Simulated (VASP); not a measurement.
# HfB (I4mm) in VASP: a series of runs, part 2 of 2

VASP 6.6.1. Earlier steps stand in the parts before.

## Step 4: Single point, PBEsol (atoms displaced along a vibrational mode, the cell strained)

INCAR reads:

```
SYSTEM = HfB
  PREC = Accurate
  ENCUT = 520
  EDIFF = 1E-6
  ISMEAR = 0
  SIGMA = 0.15
  LREAL = .False.
  LASPH = .True.
  NELM = 60
  ALGO = Normal
  ISIF = 2
  LWAVE = .False.
  LCHARG = .False.
  GGA = PS
  NBANDS = 14
```

KPOINTS reads:

```
regular mesh
0
Gamma
  16 16 16
  0 0 0
```

POSCAR reads:

```
HfB
1.0
    0.0000000000      2.3936993068      2.3936993068
    2.2819135492      0.0000000000      2.3936993068
    2.2819135492      2.3936993068      0.0000000000
Hf B
1 1
Direct
    0.4985704626      0.5014295374      0.5014295374
    0.0236036330     -0.0236036330     -0.0236036330
```

Potentials or basis: VASP PAW PBE potentials, release 64 (Hf_pv, B).

Started as:

```sh
$ cat potpaw_PBE.64/Hf_pv/POTCAR potpaw_PBE.64/B/POTCAR > POTCAR
$ mpirun -np 1 vasp_std > vasp.out
```

OUTCAR:

```text
SYSTEM = HfB
   PREC = Accurate
   ENCUT = 520
   EDIFF = 1E-6
   ISMEAR = 0
   LREAL = .False.
   LASPH = .True.
   NELM = 60
   ISIF = 2
   GGA = PS

 ion  position               nearest neighbor table
   1  0.499  0.501  0.501-   2 2.17   2 2.40   2 2.40   2 2.40   2 2.40   2 2.40
   2  0.024  0.976  0.976-   1 2.17   1 2.40   1 2.40   1 2.40   1 2.40   1 2.40

  LATTYP: Found a body centered tetragonal cell.
 ALAT       =     3.3852020239
 C/A-ratio  =     1.3481697890

  Lattice vectors:

 A1 = (  -2.2819135492,   0.0000000000,  -2.3936993068)
 A2 = (  -2.2819135492,   0.0000000000,   2.3936993068)
 A3 = (   2.2819135492,   2.3936993068,   0.0000000000)

Analysis of symmetry for initial positions (statically):
=====================================================================
 Subroutine PRICEL returns:
 Original cell was already a primitive cell.

 Routine SETGRP: Setting up the symmetry group for a
 body centered tetragonal supercell.

 Subroutine GETGRP returns: Found  8 space group operations
 (whereof  8 operations were pure point group operations)
 out of a pool of 16 trial point group operations.

The static configuration has the point symmetry C_4v.

[... 178 lines left out ...]
      9       8.3169      0.00000
     10       8.6141      0.00000
     11       8.6141      0.00000
     12       9.6622      0.00000
     13      16.0446      0.00000
     14      16.8900      0.00000
[... 377 lines left out ...]
      1     -24.0098      2.00000
      2     -23.9513      2.00000
      3     -23.9459      2.00000
      4      -4.4478      2.00000
      5       5.7647      0.00000
      6       5.8206      0.00000
      7       6.6287      0.00000
      8       7.0324      0.00000
      9       7.8447      0.00000
     10       9.1830      0.00000
     11       9.8093      0.00000
     12      11.3383      0.00000
     13      16.7709      0.00000
     14      17.2917      0.00000

 [... further k-points ...]

------------------------ aborting loop because EDIFF is reached ----------------------------------------

  FORCE on cell =-STRESS in cart. coord.  units (eV):
  Direction    XX          YY          ZZ          XY          YZ          ZX
  --------------------------------------------------------------------------------------
  -------------------------------------------------------------------------------------
  Total        4.6950374      0.5647779      0.5647779      0.0000000      0.0000000     -0.0000000
  in kB      287.6611840     34.6034919     34.6034919      0.0000000      0.0000000     -0.0000000
  external PRESSURE =     118.9560559 kB  Pullay stress =       0.0000000 kB

 VOLUME and BASIS-vectors are now :
 -----------------------------------------------------------------------------
  energy-cutoff  :      520.00
  volume of cell :       26.15
      direct lattice vectors                 reciprocal lattice vectors
     0.000000000  2.393699307  2.393699307    -0.219114348  0.208881708  0.208881708
     2.281913549  0.000000000  2.393699307     0.219114348 -0.208881708  0.208881708
     2.281913549  2.393699307  0.000000000     0.219114348  0.208881708 -0.208881708

 POSITION                                       TOTAL-FORCE (eV/Angst)
 -----------------------------------------------------------------------------------
      2.28844      2.39370      2.39370        -1.612133      0.000000      0.000000
      4.45610      2.39370      2.39370         1.612133      0.000000      0.000000
 -----------------------------------------------------------------------------------
    total drift:                               -0.000333      0.000000      0.000000

  FREE ENERGIE OF THE ION-ELECTRON SYSTEM (eV)
  ---------------------------------------------------
  free  energy   TOTEN  =       -18.2285832423 eV

  energy  without entropy=      -18.2176209052  energy(sigma->0) =      -18.22310207
```

stdout:

```text
POSCAR found type information on POSCAR HfB
 POSCAR found :  2 types and       2 ions
 scaLAPACK will be used
 -----------------------------------------------------------------------------
|                                                                             |
|                                                                             |
|     You enforced a specific xc type in the INCAR file but a different       |
|     I HOPE YOU KNOW WHAT YOU ARE DOING!                                     |
|                                                                             |
 -----------------------------------------------------------------------------

 LDA part: xc-table for (Slater+PW92), standard interpolation
 POSCAR, INCAR and KPOINTS ok, starting setup
 FFT: planning ... GRIDC
 FFT: planning ... GRID_SOFT
 FFT: planning ... GRID
 WAVECAR not read
 entering main loop
```

Run time: 2.4 min. Hardware: 1 thread of Intel Xeon Platinum 8375C at 2.90GHz (Ice Lake), shared host; peak memory 0.26 GiB.

What came out:

```
Free energy            : -18.2286 eV
Pressure               : 11.9 GPa
Largest force          : 1.612 eV/Å
Band gap on the k mesh : zero (an odd number of electrons rules out a gap without spin polarisation)
```

Forces on the atoms (eV/Å):
```
Hf  -1.612  0.000  0.000
B    1.612  0.000  0.000
```

Stress tensor (GPa, compression positive):
```
28.77  0.00  0.00
 0.00  3.46  0.00
 0.00  0.00  3.46
```

Levels at points of the mesh, in eV from the Fermi level:
| k point | band 3 | band 4 | band 5 | band 6 | band 7 | band 8 | band 9 | band 10 | band 11 | band 12 |
| --- | --- | --- | --- | --- | --- | --- | --- | --- | --- | --- |
| (0.00, 0.00, 0.00) | -28.57 | -9.37 | 1.68 | 1.68 | 2.46 | 3.24 | 3.68 | 3.98 | 3.98 | 5.03 |
| (0.50, 0.00, 0.00) | -28.63 | -4.90 | -4.16 | -1.37 | -1.21 | 5.87 | 6.32 | 7.10 | 8.03 | 12.38 |
| (0.50, 0.50, 0.00) | -28.74 | -6.58 | -1.25 | -1.11 | 2.39 | 2.40 | 5.80 | 7.09 | 7.57 | 8.57 |
| (0.00, 0.50, 0.50) | -28.82 | -6.45 | -1.06 | -0.63 | 1.95 | 1.95 | 5.92 | 7.31 | 7.31 | 8.55 |

Caveat: the cell differs from its parent crystal (atoms displaced along a vibrational mode, the cell strained); the cell stands under pressure; the PAW data sets were made with another functional, which shifts forces and pressure a little; spin-orbit coupling is left out, which moves the levels of the heavy elements.

## Step 5: The runs side by side

```csv
cell,gap on the mesh (eV),pressure (GPa),largest force (eV/Å)
"a = 3.385, b = 3.465, c = 3.465 Å, angles 58.5, 60.8, 60.8°, 2 atoms",none,-6.1,0.67
"a = 3.385, b = 3.506, c = 3.506 Å, angles 57.7, 61.1, 61.1°, 2 atoms",none,-8.7,0.51
"a = 3.385, b = 3.307, c = 3.307 Å, angles 61.6, 59.2, 59.2°, 2 atoms",none,11.9,1.61
```

Alike in all rows: task single point; level PBEsol; potentials or basis VASP PAW PBE potentials, release 64 (Hf_pv, B); no spin polarisation; k mesh 16 × 16 × 16; cutoff (eV) 520; smearing gaussian 0.15 eV.

Caveats: the PAW data sets were made with another functional, which shifts forces and pressure a little; spin-orbit coupling is left out, which moves the levels of the heavy elements; the cell stands under tension (at least some runs); the cell stands under pressure (at least some runs).

Absolute energies hang on the potentials; compare differences alone.
